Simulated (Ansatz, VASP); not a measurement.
**One calculation of GaSi3S2, two programs**

```
Ga Si S
1.0
     3.39738   -4.02915    0.00000
     3.39738    4.02915    0.00000
     0.00000    0.00000    4.08969
Ga Si S
1 3 2
Cartesian
  3.3974 0.0000 2.0448
  0.0000 0.0000 2.0448
  1.6987 2.0146 2.0448
  1.6987 -2.0146 2.0448
  3.3974 -2.2436 0.0000
  3.3974 2.2436 0.0000
```

Alike in both runs: functional PBE; k mesh 8 × 8 × 10; occupations gaussian, width 0.1 eV; no spin polarisation.

Ansatz relaxed the structure, and its values are those at the end. VASP's run is a single point on that final structure, the one shown.

```csv
,VASP,Ansatz
version,VASP 6.6.1,Ansatz 0.2.0
potentials or method,"VASP PAW PBE potentials, release 64 (Ga_d, Si, S), cutoff 520 eV","scalar-relativistic, plane waves, PAW"
valence electrons in the cell,37,37
```

|  | VASP | Ansatz | Ansatz less VASP |
| --- | --- | --- | --- |
| gap on the k mesh at the Fermi level (eV) | none | none | - |
| pressure (GPa) | 0.0 | 0.0 | 0.00 |

A gap of «none» marks a metal or a gap that the smearing closes. The functional is the same, so the differences come from potentials, cutoffs and numerics.
